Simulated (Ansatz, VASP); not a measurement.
PC4 in VASP and in Ansatz

INCAR

```
SYSTEM = PC4
PREC     = Accurate       ! precision mode
ENCUT    = 600            ! plane-wave cutoff, eV
EDIFF    = 1E-7           ! SCF threshold, eV
ISMEAR   = 0              ! smearing method
SIGMA    = 0.1            ! smearing width, eV
LREAL    = .False.        ! projectors in reciprocal space
LASPH    = .True.         ! aspherical terms in the spheres
NELM     = 60             ! most SCF steps
ALGO     = Normal         ! electronic algorithm
ISIF     = 3              ! what is computed and relaxed
LWAVE    = .False.        ! write WAVECAR
LCHARG   = .False.        ! write CHGCAR
GGA      = PE             ! functional
IBRION   = 2              ! ionic algorithm
NSW      = 90             ! ionic steps
EDIFFG   = -0.04          ! ionic threshold
```

File KPOINTS:

```
Automatic mesh
0
Gamma
  6 6 6
  0 0 0
```

File POSCAR:

```
PC4
1.0
    1.3529163451      0.7811066160      5.6141677337
   -1.3529163451      0.7811066160      5.6141677337
    0.0000000000     -1.5622132320      5.6141677337
P C
1 4
Direct
    0.0000000000      0.0000000000      0.0000000000
    0.2709509010      0.2709509010      0.2709509010
    0.8165129213      0.8165129213      0.8165129213
    0.1834870787      0.1834870787      0.1834870787
    0.7290490990      0.7290490990      0.7290490990
```

Input for Ansatz:

```yaml
crystal:
  lattice:
    - [1.3529163451, 0.781106616, 5.6141677337]
    - [-1.3529163451, 0.781106616, 5.6141677337]
    - [0.0, -1.562213232, 5.6141677337]
  atoms:
    - { symbol: P, position: [0.0, 0.0, 0.0] }
    - { symbol: C, position: [0.270950901, 0.270950901, 0.270950901] }
    - { symbol: C, position: [0.8165129213, 0.8165129213, 0.8165129213] }
    - { symbol: C, position: [0.1834870787, 0.1834870787, 0.1834870787] }
    - { symbol: C, position: [0.729049099, 0.729049099, 0.729049099] }
basis:
  ecutwfc: 420
kpoints:
  mp_grid: { grid: [6, 6, 6] }
hamiltonian:
  xc: pbe
scf:
  occupations: { method: gaussian, width: 0.1 }
  lower_state_search: "off"
output:
  forces: true
  stress: true
  eigenvalues: true
relax:
  adjacent_minimum: "off"
  f_tol: 0.04
  max_steps: 70
  cell: { stress_tol: 0.4 }
```

Change from the starting cell: species swapped into the AlAu4 type (C2/m, No. 12).

Alike in both runs: task relaxation of cell and atoms; functional PBE; k mesh 6 × 6 × 6; occupations gaussian, width 0.1 eV; no spin polarisation.

|  | VASP | Ansatz |
| --- | --- | --- |
| version | VASP 6.6.1 | Ansatz 0.2.0 |
| potentials or method | VASP PAW PBE potentials, release 64 (P, C), cutoff 600 eV | scalar-relativistic, plane waves, PAW |
| valence electrons in the cell | 21 | 21 |

Ansatz gave:

* gap on the k mesh at the Fermi level, each at its own relaxed structure (eV): none
* relaxed volume (Å³/atom): 7.12
* relaxed cell length with the largest relative difference (Å): 5.837

Q: Estimate VASP's values.

A: gap on the k mesh at the Fermi level, each at its own relaxed structure (eV): none; relaxed volume (Å³/atom): 7.11; relaxed cell length with the largest relative difference (Å): 5.834.

A gap of «none» marks a metal or a gap that the smearing closes.

The k mesh is coarse, so the values compare programs but aren't converged.
